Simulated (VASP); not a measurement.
# BaTiO3 (P4mm) in VASP: further runs

Runs on BaTiO3. Level: PBE. Tasks: single point, relaxation of the atoms.

Program: VASP 6.6.1. These are calculated values, not measurements. Logs are shortened: lines on timing, memory, paths and dates and some standing lists are left out, and cuts for length are marked.

### Step 1. The cell of the first run

The structure is tetragonal, space group P4mm (No. 99). Conventional cell: a = 4.045 Å, b = 4.045 Å, c = 4.106 Å, α = 90.00°, β = 90.00°, γ = 90.00°. Ba (site symmetry 4mm) has 12 O at 2.81 to 2.95 Å and 8 Ti at 3.48 to 3.56 Å within 3.7 Å. Ti (site symmetry 4mm) has 6 O at 1.82 to 2.29 Å within 2.4 Å. O (site symmetry 2mm) has 2 Ti at 2.03 Å within 2.7 Å. Within 2.4 Å of O (site symmetry 4mm) lie 2 Ti at 1.82 to 2.29 Å.

### Step 2. Single point, PBE

Input file INCAR:

```
SYSTEM = BaTiO3
PREC     = Accurate       ! precision mode
ENCUT    = 910            ! plane-wave cutoff, eV
EDIFF    = 1E-6           ! SCF threshold, eV
ISMEAR   = 0              ! smearing method
SIGMA    = 0.02           ! smearing width, eV
LREAL    = .FALSE.        ! projectors in reciprocal space
LASPH    = .TRUE.         ! aspherical terms in the spheres
NELM     = 120            ! most SCF steps
ALGO     = Normal         ! electronic algorithm
ISIF     = 2              ! what is computed and relaxed
LWAVE    = .FALSE.        ! write WAVECAR
LCHARG   = .FALSE.        ! write CHGCAR
GGA      = PE             ! functional
NBANDS   = 28             ! bands
GGA_COMPAT= .FALSE.
```

Input file KPOINTS:

```
Automatic mesh
0
G
  8 8 6
  0 0 0
```

Input file POSCAR:

```
BaTiO3
1.0
    4.0452315410      0.0000000000      0.0000000000
    0.0000000000      4.0452315410      0.0000000000
    0.0000000000      0.0000000000      4.1056954440
Ba Ti O
1 1 3
Direct
    0.5000000000      0.5000000000      0.5861789671
    0.0000000000      0.0000000000      0.1027879874
    0.0000000000      0.5000000000      0.0625003252
    0.5000000000      0.0000000000      0.0625003252
    0.0000000000      0.0000000000      0.5460293850
```

Potentials or basis: VASP PAW PBE potentials, release 64 (Ba_sv, Ti_sv, O_h).

Started as:

```
> cat potpaw_PBE.64/Ba_sv/POTCAR potpaw_PBE.64/Ti_sv/POTCAR potpaw_PBE.64/O_h/POTCAR > POTCAR
> mpirun -np 1 vasp_std > vasp.out
```

OUTCAR:

```text
SYSTEM = BaTiO3
   PREC = Accurate
   ENCUT = 910
   EDIFF = 1E-6
   ISMEAR = 0
   LREAL = .FALSE.
   LASPH = .TRUE.
   NELM = 120
   ISIF = 2
   GGA = PE

 ion  position               nearest neighbor table
   1  0.500  0.500  0.586-   3 2.81   4 2.81   4 2.81   3 2.81   5 2.87   5 2.87   5 2.87   5 2.87
                             3 2.95   4 2.95   3 2.95   4 2.95   2 3.48   2 3.48   2 3.48   2 3.48
   2  0.000  0.000  0.103-   5 1.82   4 2.03   3 2.03   3 2.03   4 2.03   1 3.48   1 3.48   1 3.48
                             1 3.48   1 3.56   1 3.56   1 3.56   1 3.56
   3  0.000  0.500  0.063-   2 2.03   2 2.03   1 2.81   1 2.81   1 2.95   1 2.95
   4  0.500  0.000  0.063-   2 2.03   2 2.03   1 2.81   1 2.81   1 2.95   1 2.95
   5  0.000  0.000  0.546-   2 1.82   1 2.87   1 2.87   1 2.87   1 2.87

  LATTYP: Found a simple tetragonal cell.
 ALAT       =     4.0452315410
 C/A-ratio  =     1.0149469573

  Lattice vectors:

 A1 = (   4.0452315410,   0.0000000000,   0.0000000000)
 A2 = (   0.0000000000,   4.0452315410,   0.0000000000)
 A3 = (   0.0000000000,   0.0000000000,   4.1056954440)

Analysis of symmetry for initial positions (statically):
=====================================================================
 Subroutine PRICEL returns:
 Original cell was already a primitive cell.

 Routine SETGRP: Setting up the symmetry group for a
 simple tetragonal supercell.

 Subroutine GETGRP returns: Found  8 space group operations
 (whereof  8 operations were pure point group operations)
 out of a pool of 16 trial point group operations.

The static configuration has the point symmetry C_4v.

Analysis of symmetry for dynamics (positions and initial velocities):
=====================================================================
 Subroutine PRICEL returns:
 Original cell was already a primitive cell.

 Routine SETGRP: Setting up the symmetry group for a
 simple tetragonal supercell.

 Subroutine GETGRP returns: Found  8 space group operations
 (whereof  8 operations were pure point group operations)
 out of a pool of 16 trial point group operations.

The dynamic configuration has the point symmetry C_4v.

 Subroutine INISYM returns: Found  8 space group operations
 (whereof  8 operations are pure point group operations),
 and found     1 'primitive' translations

----------------------------------------------------------------------------------------

                                     Primitive cell

  volume of cell :      67.1852

  direct lattice vectors                    reciprocal lattice vectors
     4.045231541  0.000000000  0.000000000     0.247204638  0.000000000  0.000000000
     0.000000000  4.045231541  0.000000000     0.000000000  0.247204638  0.000000000
     0.000000000  0.000000000  4.105695444     0.000000000  0.000000000  0.243564096

  length of vectors
     4.045231541  4.045231541  4.105695444     0.247204638  0.247204638  0.243564096

  position of ions in fractional coordinates (direct lattice)
     0.500000000  0.500000000  0.586178967
     0.000000000  0.000000000  0.102787987
     0.000000000  0.500000000  0.062500325
     0.500000000  0.000000000  0.062500325
     0.000000000  0.000000000  0.546029385

  ion indices of the primitive-cell ions
   primitive index   ion index
                 1           1
                 2           2
                 3           3
                 4           4
                 5           5

----------------------------------------------------------------------------------------

 KPOINTS: Automatic mesh

Automatic generation of k-mesh.
 Grid dimensions read from file:
 generate k-points for:    8    8    6

 Generating k-lattice:

  Cartesian coordinates                     Fractional coordinates (reciprocal lattice)
     0.030900580  0.000000000  0.000000000     0.125000000  0.000000000  0.000000000
     0.000000000  0.030900580  0.000000000     0.000000000  0.125000000  0.000000000
     0.000000000  0.000000000  0.040594016     0.000000000  0.000000000  0.166666667

  Length of vectors
     0.030900580  0.030900580  0.040594016

  Shift w.r.t. Gamma in fractional coordinates (k-lattice)
     0.000000000  0.000000000  0.000000000

 Subroutine IBZKPT returns following result:
 ===========================================

 Found     60 irreducible k-points:

 Following reciprocal coordinates:
            Coordinates               Weight
  0.000000  0.000000  0.000000      1.000000
  0.125000  0.000000  0.000000      4.000000
  0.250000  0.000000  0.000000      4.000000
  0.375000  0.000000  0.000000      4.000000
  0.500000  0.000000  0.000000      2.000000
  0.125000  0.125000  0.000000      4.000000
[... 16 lines left out ...]
  0.375000  0.125000  0.166667     16.000000
  0.500000  0.125000  0.166667      8.000000
 [... further k-points ...]
   k-points           NKPTS =     60   k-points in BZ     NKDIM =     60   number of bands    NBANDS=     28
   number of dos      NEDOS =    301   number of ions     NIONS =      5
   total plane-waves  NPLWV =  64000
   dimension x,y,z NGX =    40 NGY =   40 NGZ =   40
   dimension x,y,z NGXF=    80 NGYF=   80 NGZF=   80
   ions per type =               1   1   3
   NGX,Y,Z   is equivalent  to a cutoff of  16.44, 16.44, 16.20 a.u.
   NGXF,Y,Z  is equivalent  to a cutoff of  32.88, 32.88, 32.39 a.u.
 SYSTEM =  BaTiO3
   PREC   = accura    normal or accurate (medium, high low for compatibility)
   ISTART =      0    job   : 0-new  1-cont  2-samecut
   ICHARG =      2    charge: 1-file 2-atom 10-const
   ISPIN  =      1    spin polarized calculation?
   LNONCOLLINEAR =      F non collinear calculations
   LSORBIT =      F    spin-orbit coupling
   LASPH  =      T    aspherical Exc in radial PAW
   ENCUT  =  910.0 eV  66.88 Ry    8.18 a.u.   9.95  9.95 10.10*2*pi/ulx,y,z
   NELM   =    120;   NELMIN=  2; NELMDL= -5     # of ELM steps
   EDIFF  = 0.1E-05   stopping-criterion for ELM
   LREAL  =      F    real-space projection
   EDIFFG = 0.1E-04   stopping-criterion for IOM
   NSW    =      0    number of steps for IOM
   IBRION =     -1    ionic relax: 0-MD 1-quasi-New 2-CG
   NFREE  =      0    steps in history (QN), initial steepest desc. (CG)
   ISIF   =      2    stress and relaxation
   ISYM   =      2    0-nonsym 1-usesym 2-fastsym
   POTIM  = 0.5000    time-step for ionic-motion
   TEBEG  =    0.0;   TEEND  =   0.0 temperature during run
   PSTRESS=    0.0 pullay stress
   NELECT =      40.0000    total number of electrons
   NUPDOWN=      -1.0000    fix difference up-down
   EMIN   =  10.00;   EMAX   =-10.00  energy-range for DOS
   EFERMI =   0.00;   METHOD = LEGACY
   ISMEAR =     0;   SIGMA  =   0.02  broadening in eV -4-tet -1-fermi 0-gaus
   EFERMI_NEDOS =   21; number of points for ismear=-14 and -15
   IALGO  =     38    algorithm
   IMIX   =      4    mixing-type and parameters
     AMIX     =   0.40;   BMIX     =  1.00
     AMIX_MAG =   1.60;   BMIX_MAG =  1.00
  volume/ion in A,a.u.               =      13.44        90.68
  Fermi-wavevector in a.u.,A,eV,Ry     =   1.377221  2.602570 25.806686  1.896738
  Thomas-Fermi vector in A             =   2.502394
   LORBIT       =      0    0 simple, 1 ext, 2 COOP (PROOUT), +10 PAW based schemes
   GGA     = PE    functional components
   LHFCALC =     F    Hartree Fock is set to
   AEXX    =    0.0000 exact exchange contribution
   IVDW    =     0    specifies the selected vdW correction
   LEPSILON=     F    determine dielectric tensor
   LRPA    =     F    only Hartree local field effects (RPA)
 non-spin polarized calculation
 Gauss-broadening in eV      SIGMA  =   0.02
  energy-cutoff  :      910.00
  volume of cell :       67.19
 maximum number of plane-waves:      4224
 NGX is ok and might be reduce to    40
   NGX = 19   NGY = 19   NGZ = 21

 number of electron      40.0000002 magnetization

 Free energy of the ion-electron system (eV)
  ---------------------------------------------------
  ext. energy  EPLUGINS =         0.00000000
  ---------------------------------------------------
  free energy    TOTEN  =       -40.05363037 eV

  energy without entropy =      -40.05363037  energy(sigma->0) =      -40.05363037

 E-fermi :   4.0490     XC(G=0): -11.0006

 val. band max:        3.9426418791   @ k =   0.5000   0.5000   0.5000
 cond. band min:       5.6936573709   @ k =   0.0000   0.0000   0.0000
 fundamental gap:      1.7510154918
 Fermi energy:         4.0490036199

 k-point     1 :       0.0000    0.0000    0.0000
  band No.  band energies     occupation
      1     -52.7387      2.00000
      2     -29.0399      2.00000
      3     -28.9285      2.00000
      4     -28.9285      2.00000
      5     -21.1430      2.00000
      6     -12.9761      2.00000
[... 20 lines left out ...]
     27       8.9082      0.00000
     28      10.6530      0.00000

 k-point     2 :       0.1250    0.0000    0.0000
  band No.  band energies     occupation
      1     -52.7386      2.00000
      2     -29.0396      2.00000
      3     -28.9350      2.00000
      4     -28.9283      2.00000
      5     -21.1292      2.00000
      6     -12.9879      2.00000
[... 20 lines left out ...]
     27       9.1867      0.00000
     28      11.0184      0.00000

 k-point     3 :       0.2500    0.0000    0.0000
  band No.  band energies     occupation
      1     -52.7383      2.00000
      2     -29.0390      2.00000
      3     -28.9506      2.00000
      4     -28.9277      2.00000
      5     -21.0956      2.00000
      6     -13.0446      2.00000
[... 20 lines left out ...]
     27       9.8908      0.00000
     28      11.9707      0.00000

 k-point     4 :       0.3750    0.0000    0.0000
  band No.  band energies     occupation
      1     -52.7380      2.00000
      2     -29.0384      2.00000
      3     -28.9660      2.00000
      4     -28.9271      2.00000
      5     -21.0614      2.00000
      6     -13.1279      2.00000
[... 20 lines left out ...]
     27      10.7500      0.00000
     28      11.8805      0.00000

 k-point     5 :       0.5000    0.0000    0.0000
  band No.  band energies     occupation
      1     -52.7379      2.00000
      2     -29.0381      2.00000
      3     -28.9724      2.00000
      4     -28.9269      2.00000
      5     -21.0471      2.00000
      6     -13.1672      2.00000
[... 20 lines left out ...]
     27      11.1754      0.00000
     28      11.8442      0.00000

 k-point     6 :       0.1250    0.1250    0.0000
  band No.  band energies     occupation
      1     -52.7385      2.00000
      2     -29.0394      2.00000
      3     -28.9349      2.00000
      4     -28.9346      2.00000
      5     -21.1161      2.00000
      6     -12.9889      2.00000
[... 463 lines left out ...]
      5     -21.0971      2.00000
      6     -12.9326      2.00000
[... 20 lines left out ...]
     27       9.8502      0.00000
     28      11.4726      0.00000

 k-point    22 :       0.2500    0.1250    0.1667
  band No.  band energies     occupation
      1     -52.7380      2.00000
      2     -29.0481      2.00000
      3     -28.9498      2.00000
      4     -28.9337      2.00000
      5     -21.0674      2.00000
      6     -12.9339      2.00000
[... 20 lines left out ...]
     27      10.4694      0.00000
     28      11.7470      0.00000

 k-point    23 :       0.3750    0.1250    0.1667
  band No.  band energies     occupation
      1     -52.7377      2.00000
      2     -29.0474      2.00000
      3     -28.9651      2.00000
      4     -28.9331      2.00000
      5     -21.0371      2.00000
      6     -12.9716      2.00000
[... 20 lines left out ...]
     27      11.2670      0.00000
     28      12.1935      0.00000

 k-point    24 :       0.5000    0.1250    0.1667
  band No.  band energies     occupation
      1     -52.7376      2.00000
      2     -29.0471      2.00000
      3     -28.9715      2.00000
      4     -28.9328      2.00000
      5     -21.0245      2.00000
      6     -12.9948      2.00000
[... 20 lines left out ...]
     27      11.5953      0.00000
     28      12.3970      0.00000

 [... further k-points ...]

------------------------ aborting loop because EDIFF is reached ----------------------------------------

  FORCE on cell =-STRESS in cart. coord.  units (eV):
  Direction    XX          YY          ZZ          XY          YZ          ZX
  --------------------------------------------------------------------------------------
  -------------------------------------------------------------------------------------
  Total       -0.9694389     -0.9694389      0.5227711      0.0000000      0.0000000      0.0000000
  in kB      -23.1183877    -23.1183877     12.4666183      0.0000000      0.0000000      0.0000000
  external PRESSURE =     -11.2567190 kB  Pullay stress =       0.0000000 kB

 VOLUME and BASIS-vectors are now :
 -----------------------------------------------------------------------------
  energy-cutoff  :      910.00
  volume of cell :       67.19
      direct lattice vectors                 reciprocal lattice vectors
     4.045231541  0.000000000  0.000000000     0.247204638  0.000000000  0.000000000
     0.000000000  4.045231541  0.000000000     0.000000000  0.247204638  0.000000000
     0.000000000  0.000000000  4.105695444     0.000000000  0.000000000  0.243564096

 POSITION                                       TOTAL-FORCE (eV/Angst)
 -----------------------------------------------------------------------------------
      2.02262      2.02262      2.40667         0.000000     -0.000000     -0.037488
      0.00000      0.00000      0.42202         0.000000      0.000000     -0.043107
      0.00000      2.02262      0.25661         0.000000      0.000000      0.017440
      2.02262      0.00000      0.25661         0.000000      0.000000      0.017440
      0.00000      0.00000      2.24183         0.000000      0.000000      0.045715
 -----------------------------------------------------------------------------------
    total drift:                                0.000000      0.000000     -0.001087

  FREE ENERGIE OF THE ION-ELECTRON SYSTEM (eV)
  ---------------------------------------------------
  free  energy   TOTEN  =       -40.0536303722 eV

  energy  without entropy=      -40.0536303722  energy(sigma->0) =      -40.05363037
```

Run time: 3.2 min. Hardware: 1 thread of Intel Xeon Platinum 8259CL at 2.50GHz (Skylake/Cascade Lake), shared host; peak memory 0.42 GiB.

Results:

- Free energy: -40.0536 eV
- Pressure: -1.1 GPa
- Largest force: 0.046 eV/Å
- Band gap on the k mesh: 1.75 eV (least direct gap 2.21 eV)

Forces in eV/Å, atoms in the order of the input:
```
Ba   0.000  0.000 -0.037
Ti   0.000  0.000 -0.043
O    0.000  0.000  0.017
O    0.000  0.000  0.017
O    0.000  0.000  0.046
```

Stress tensor (GPa, compression positive):
```
-2.31  0.00  0.00
 0.00 -2.31  0.00
 0.00  0.00  1.25
```

Caveat: the cutoff is under 1.25 times the usual one of these potentials, so pressure, stress and relaxed cells hold a basis-set (Pulay) error; spin-orbit coupling is left out, which moves the levels of the heavy elements. A k mesh can miss the band edges.

### Step 3. Relaxation of the atoms, PBE (strain along c alone, the other axes held: -4.5 %)

Input file INCAR:

```
SYSTEM = BaTiO3
  ALGO = Normal
  EDIFF = 1E-7
  EDIFFG = -0.008
  ENCUT = 520
  GGA = PE
  IBRION = 2
  ISIF = 2
  ISMEAR = 0
  LASPH = .TRUE.
  LCHARG = .FALSE.
  LREAL = .FALSE.
  LWAVE = .FALSE.
  NELM = 60
  NSW = 60
  PREC = Accurate
  SIGMA = 0.02
```

Input file KPOINTS:

```
k-points
0
G
  8 8 6
  0 0 0
```

Input file POSCAR:

```
BaTiO3
1.0
    3.9854497974      0.0000000000      0.0000000000
    0.0000000000      3.9854497974      0.0000000000
    0.0000000000      0.0000000000      4.0114609257
Ba Ti O
1 1 3
Direct
    0.5000000000      0.5000000000      0.5835366231
    0.0000000000      0.0000000000      0.0998646625
    0.0000000000      0.5000000000      0.0630312755
    0.5000000000      0.0000000000      0.0630312755
    0.0000000000      0.0000000000      0.5505331535
```

Potentials or basis: VASP PAW PBE potentials, release 64 (Ba_sv, Ti_sv, O).

Started as:

```
> cat potpaw_PBE.64/Ba_sv/POTCAR potpaw_PBE.64/Ti_sv/POTCAR potpaw_PBE.64/O/POTCAR > POTCAR
> mpirun -np 1 vasp_std > vasp.out
```

Run time: 5 min. Hardware: 1 thread of Oxide Virtual Turin-like, shared host; peak memory 0.2 GiB.

It converged, with:

- Free energy: -39.9678 eV
- Energy gained by relaxing: 2.4 meV/atom
- Ionic steps: 6
- Pressure after relaxing: 6.2 GPa
- Largest force after relaxing: 0.003 eV/Å
- Band gap on the k mesh: 1.80 eV (least direct gap 2.12 eV)

Forces in eV/Å, atoms in the order of the input:
```
Ba   0.000  0.000 -0.002
Ti   0.000  0.000  0.000
O    0.000  0.000 -0.001
O    0.000  0.000 -0.001
O    0.000  0.000  0.003
```

Stress tensor (GPa, compression positive):
```
5.76 0.00 0.00
0.00 5.76 0.00
0.00 0.00 7.18
```

The path:
| step | energy change (eV) | largest force (eV/Å) | pressure (GPa) |
| --- | --- | --- | --- |
| 1 | 0.0000 | 0.4723 | 7.49 |
| 2 | -0.0104 | 0.1056 | 6.47 |
| 3 | -0.0106 | 0.1114 | 6.34 |
| 4 | -0.0115 | 0.0712 | 6.31 |
| 5 | -0.0121 | 0.0248 | 6.27 |
| 6 | -0.0121 | 0.0033 | 6.23 |

Final structure:
```
Ba Ti O
1.0
     3.98545    0.00000    0.00000
     0.00000    3.98545    0.00000
     0.00000    0.00000    4.01146
Ba Ti O
1 1 3
Direct
  0.50000 0.50000 0.57874
  0.00000 0.00000 0.09271
  0.00000 0.50000 0.06552
  0.50000 0.00000 0.06552
  0.00000 0.00000 0.55750
```

Levels at points of the mesh, in eV from the valence-band top:
```tsv
k point	band 16	band 17	band 18	band 19	band 20	band 21	band 22	band 23	band 24
(0.00, 0.00, 0.00)	-1.30	-1.16	-0.36	-0.32	-0.32	1.80	2.06	2.06	4.04
(0.50, 0.00, 0.00)	-1.97	-1.86	-1.72	-1.01	-0.90	2.19	3.54	3.59	4.12
(0.50, 0.50, 0.00)	-2.78	-1.79	-1.01	-1.01	-0.09	3.61	3.61	3.98	4.76
(0.00, 0.00, 0.50)	-2.00	-1.99	-1.97	-0.72	-0.72	1.96	3.61	3.61	4.05
(0.50, 0.00, 0.50)	-2.72	-1.74	-0.92	-0.90	-0.21	3.57	3.62	3.97	4.90
(0.50, 0.50, 0.50)	-2.48	-2.44	-0.12	-0.12	0.00	4.23	4.23	4.23	6.54
```

Caveat: the cell differs from its parent crystal (strain along c alone, the other axes held: -4.5 %); spin-orbit coupling is left out, which moves the levels of the heavy elements. A k mesh can miss the band edges.

[end of part 1 of 3]
